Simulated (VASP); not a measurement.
# La3Cd3Ga (Pm-3m) in VASP: single point with PBEsol

Aim: the single point of La3Cd3Ga with PBEsol.

Program: VASP 6.6.1. These are calculated values, not measurements. Logs are shortened: lines on timing, memory, paths and dates and some standing lists are left out, and cuts for length are marked.

## (1) The cell of the first run

The structure is cubic, space group Pm-3m (No. 221). The conventional cell has a = 5.783 Å, b = 5.783 Å, c = 5.783 Å, α = 90.00°, β = 90.00°, γ = 90.00°. Within 3.8 Å of La (site symmetry 4/mmm) lie 4 Cd at 2.89 Å and 2 Ga at 2.89 Å. Within 3.8 Å of Cd (site symmetry 4/mmm) lie 4 La at 2.89 Å. Within 3.8 Å of Ga (site symmetry m-3m) lie 6 La at 2.89 Å.

## (2) Single point, PBEsol

Input file POSCAR:

```
La3Cd3Ga
1.0
    5.7833920000      0.0000000000      0.0000000000
    0.0000000000      5.7833920000      0.0000000000
    0.0000000000      0.0000000000      5.7833920000
La Cd Ga
3 3 1
Direct
    0.5000000000      0.5000000000      0.0000000000
    0.0000000000      0.5000000000      0.5000000000
    0.5000000000      0.0000000000      0.5000000000
    0.5000000000      0.0000000000      0.0000000000
    0.0000000000      0.5000000000      0.0000000000
    0.0000000000      0.0000000000      0.5000000000
    0.5000000000      0.5000000000      0.5000000000
```

Input file INCAR.step1:

```
ALGO = Normal ; EDIFF = 1E-6
ENCUT = 400 ; GGA = PS
GGA_COMPAT = False ; ISIF = 2
ISMEAR = -1 ; LASPH = True
LCHARG = True ; LMAXMIX = 6
LORBIT = 11 ; LREAL = False
LWAVE = False ; NBANDS = 50
NEDOS = 2001 ; NELM = 200
PREC = Accurate ; SIGMA = 0.1
```

Input file KPOINTS.step1:

```
k-points
0
Gamma
  6 6 6
```

Input file INCAR.step2:

```
ALGO = Normal ; EDIFF = 1E-6
ENCUT = 400 ; GGA = PS
GGA_COMPAT = False ; ICHARG = 11
ISIF = 2 ; ISMEAR = -5
LASPH = True ; LCHARG = False
LMAXMIX = 6 ; LORBIT = 11
LREAL = False ; LWAVE = False
NBANDS = 50 ; NEDOS = 2001
NELM = 200 ; PREC = Accurate
SIGMA = 0.1
```

Input file KPOINTS.step2:

```
k-points
0
Gamma
  9 9 9
```

Potentials or basis: VASP PAW PBE potentials, release 64 (La, Cd, Ga_d).

Run with:

```
> cat potpaw_PBE.64/La/POTCAR potpaw_PBE.64/Cd/POTCAR potpaw_PBE.64/Ga_d/POTCAR > POTCAR
> cp INCAR.step1 INCAR
> cp KPOINTS.step1 KPOINTS
> mpirun -np 1 vasp_std > vasp.out
> cp INCAR.step2 INCAR
> cp KPOINTS.step2 KPOINTS
> mpirun -np 1 vasp_std > vasp.out
```

OUTCAR:

```text
EDIFF = 1E-6
   ENCUT = 400
   GGA = PS
   ICHARG = 11
   ISIF = 2
   ISMEAR = -5
   LASPH = True
   LORBIT = 11
   LREAL = False
   NELM = 200
   PREC = Accurate

 ion  position               nearest neighbor table
   1  0.500  0.500  0.000-   4 2.89   5 2.89   7 2.89   7 2.89   4 2.89   5 2.89
   2  0.000  0.500  0.500-   5 2.89   6 2.89   7 2.89   5 2.89   6 2.89   7 2.89
   3  0.500  0.000  0.500-   4 2.89   6 2.89   7 2.89   4 2.89   7 2.89   6 2.89
   4  0.500  0.000  0.000-   1 2.89   3 2.89   3 2.89   1 2.89
   5  0.000  0.500  0.000-   1 2.89   2 2.89   2 2.89   1 2.89
   6  0.000  0.000  0.500-   2 2.89   3 2.89   2 2.89   3 2.89
   7  0.500  0.500  0.500-   1 2.89   2 2.89   3 2.89   1 2.89   3 2.89   2 2.89

  LATTYP: Found a simple cubic cell.
 ALAT       =     5.7833920000

  Lattice vectors:

 A1 = (   5.7833920000,   0.0000000000,   0.0000000000)
 A2 = (   0.0000000000,   5.7833920000,   0.0000000000)
 A3 = (   0.0000000000,   0.0000000000,   5.7833920000)

Analysis of symmetry for initial positions (statically):
=====================================================================
 Subroutine PRICEL returns:
 Original cell was already a primitive cell.

 Routine SETGRP: Setting up the symmetry group for a
 simple cubic supercell.

 Subroutine GETGRP returns: Found 48 space group operations
 (whereof 48 operations were pure point group operations)
 out of a pool of 48 trial point group operations.

The static configuration has the point symmetry O_h .

Analysis of symmetry for dynamics (positions and initial velocities):
=====================================================================
 Subroutine PRICEL returns:
 Original cell was already a primitive cell.

 Routine SETGRP: Setting up the symmetry group for a
 simple cubic supercell.

 Subroutine GETGRP returns: Found 48 space group operations
 (whereof 48 operations were pure point group operations)
 out of a pool of 48 trial point group operations.

The dynamic configuration has the point symmetry O_h .

 Subroutine INISYM returns: Found 48 space group operations
 (whereof 48 operations are pure point group operations),
 and found     1 'primitive' translations

----------------------------------------------------------------------------------------

                                     Primitive cell

  volume of cell :     193.4407

  direct lattice vectors                    reciprocal lattice vectors
     5.783392000  0.000000000  0.000000000     0.172908909  0.000000000  0.000000000
     0.000000000  5.783392000  0.000000000     0.000000000  0.172908909  0.000000000
[... 113 lines left out ...]
   EFERMI_NEDOS =   21; number of points for ismear=-14 and -15
   IALGO  =     38    algorithm
   IMIX   =      4    mixing-type and parameters
     AMIX     =   0.40;   BMIX     =  1.00
     AMIX_MAG =   1.60;   BMIX_MAG =  1.00
  volume/ion in A,a.u.               =      27.63       186.49
  Fermi-wavevector in a.u.,A,eV,Ry     =   1.229788  2.323962 20.577150  1.512378
  Thomas-Fermi vector in A             =   2.364661
   LORBIT       =     11    0 simple, 1 ext, 2 COOP (PROOUT), +10 PAW based schemes
   GGA     = PS    functional components
   LHFCALC =     F    Hartree Fock is set to
   AEXX    =    0.0000 exact exchange contribution
   IVDW    =     0    specifies the selected vdW correction
   LEPSILON=     F    determine dielectric tensor
   LRPA    =     F    only Hartree local field effects (RPA)
 non-spin polarized calculation
 Fermi weights with tetrahedron method with Bloechl corrections
  energy-cutoff  :      400.00
  volume of cell :      193.44
 maximum number of plane-waves:      3542
 NGX is ok and might be reduce to    40

 number of electron      81.9999988 magnetization

 Free energy of the ion-electron system (eV)
  ---------------------------------------------------
  ext. energy  EPLUGINS =         0.00000000
  ---------------------------------------------------
  free energy    TOTEN  =       -19.06049132 eV

  energy without entropy =      -19.06049132  energy(sigma->0) =      -19.06049132

 E-fermi :   5.4604     XC(G=0): -10.1865

 val. band max:        5.4890186116   @ k =   0.0000   0.0000   0.0000
 cond. band min:       5.4120538094   @ k =   0.4444   0.4444   0.0000
 fundamental gap:     -0.0769648022
 Fermi energy:         5.4604350171

 k-point     1 :       0.0000    0.0000    0.0000
  band No.  band energies     occupation
      1     -26.9607      2.00000
      2     -26.8799      2.00000
      3     -26.8799      2.00000
      4     -11.0879      2.00000
      5     -11.0879      2.00000
      6     -11.0879      2.00000
[... 1261 lines left out ...]
     49       7.5972      0.00000
     50       7.6628      0.00000

 [... further k-points ...]
[... 5 lines left out ...]
  --------------------------------------------------------------------------------------
  -------------------------------------------------------------------------------------
  Total       15.8250992     15.8250992     15.8250992      0.0000000      0.0000000     -0.0000000
  in kB      131.0717607    131.0717607    131.0717607      0.0000000      0.0000000     -0.0000000
  external PRESSURE =     131.0717607 kB  Pullay stress =       0.0000000 kB

 VOLUME and BASIS-vectors are now :
 -----------------------------------------------------------------------------
  energy-cutoff  :      400.00
  volume of cell :      193.44
      direct lattice vectors                 reciprocal lattice vectors
     5.783392000  0.000000000  0.000000000     0.172908909  0.000000000  0.000000000
     0.000000000  5.783392000  0.000000000     0.000000000  0.172908909  0.000000000
     0.000000000  0.000000000  5.783392000     0.000000000  0.000000000  0.172908909

 POSITION                                       TOTAL-FORCE (eV/Angst)
 -----------------------------------------------------------------------------------
      2.89170      2.89170      0.00000         0.000000      0.000000      0.000000
      0.00000      2.89170      2.89170         0.000000      0.000000      0.000000
      2.89170      0.00000      2.89170         0.000000      0.000000      0.000000
      2.89170      0.00000      0.00000         0.000000      0.000000      0.000000
      0.00000      2.89170      0.00000         0.000000      0.000000      0.000000
      0.00000      0.00000      2.89170         0.000000      0.000000      0.000000
      2.89170      2.89170      2.89170         0.000000      0.000000      0.000000
 -----------------------------------------------------------------------------------
    total drift:                                0.000000      0.000000     -0.000000

  FREE ENERGIE OF THE ION-ELECTRON SYSTEM (eV)
  ---------------------------------------------------
  free  energy   TOTEN  =       -19.0604913221 eV

  energy  without entropy=      -19.0604913221  energy(sigma->0) =      -19.06049132

 total charge

# of ion       s       p       d       f       tot
--------------------------------------------------
    1        2.080   5.571   1.009   0.105   8.765
    2        2.080   5.571   1.009   0.105   8.765
    3        2.080   5.571   1.009   0.105   8.765
    4        0.756   0.258   9.458   0.000  10.471
    5        0.756   0.258   9.458   0.000  10.471
    6        0.756   0.258   9.458   0.000  10.471
    7        1.070   0.839   9.930   0.000  11.839
--------------------------------------------------
tot          9.577  18.326  41.330   0.315  69.548
```

OSZICAR.step1:

```text
N       E                     dE             d eps       ncg     rms          rms(c)
DAV:   1     0.957537435235E+03    0.95754E+03   -0.27959E+04  2072   0.206E+03
DAV:   2     0.268754637497E+03   -0.68878E+03   -0.64634E+03  2472   0.431E+02
DAV:   3     0.238380674704E+02   -0.24492E+03   -0.23956E+03  3064   0.237E+02
DAV:   4    -0.176075967143E+02   -0.41446E+02   -0.40203E+02  3488   0.109E+02
DAV:   5    -0.217761771725E+02   -0.41686E+01   -0.40295E+01  3748   0.349E+01    0.922E+00
DAV:   6    -0.192279380606E+02    0.25482E+01   -0.16496E+01  3672   0.235E+01    0.641E+00
DAV:   7    -0.192761221824E+02   -0.48184E-01   -0.20884E+00  3488   0.118E+01    0.278E+00
DAV:   8    -0.192527675819E+02    0.23355E-01   -0.23465E-01  3696   0.333E+00    0.809E-01
DAV:   9    -0.192518806685E+02    0.88691E-03   -0.33353E-02  3264   0.137E+00    0.213E-01
DAV:  10    -0.192526174545E+02   -0.73679E-03   -0.73581E-03  3928   0.461E-01    0.128E-01
DAV:  11    -0.192528980374E+02   -0.28058E-03   -0.15595E-03  3880   0.220E-01    0.517E-02
DAV:  12    -0.192530063770E+02   -0.10834E-03   -0.49593E-04  3904   0.110E-01    0.263E-02
DAV:  13    -0.192530545192E+02   -0.48142E-04   -0.37710E-04  3616   0.748E-02    0.826E-03
DAV:  14    -0.192530571169E+02   -0.25977E-05   -0.46711E-05  3208   0.352E-02    0.294E-03
DAV:  15    -0.192530586612E+02   -0.15443E-05   -0.12272E-05  2576   0.164E-02    0.139E-03
DAV:  16    -0.192530591017E+02   -0.44045E-06   -0.32827E-06  2152   0.105E-02
   1 F= -.19253059E+02 E0= -.19082526E+02  d E =-.341066E+00
```

Run time: 12 min. Hardware: 1 thread of Intel Xeon 8259CL, shared host; peak memory 0.38 GiB.

Results:

```yaml
Valence_electrons_inside_the_program's_atomic_spheres: La 8.77; Cd 10.47; Ga 11.84
```

Levels at points of the mesh, in eV from the Fermi level:
```
           k point  band 37  band 38  band 39  band 40  band 41  band 42  band 43  band 44  band 45  band 46
(0.00, 0.00, 0.00)     0.03     0.03     0.03     0.51     0.51     0.51     1.38     1.38     1.38     2.03
```

Caveat: the PAW data sets were made with another functional, which shifts forces and pressure a little; spin-orbit coupling is left out, which moves the levels of the heavy elements; tetrahedron occupations give inexact forces and stress in metals.
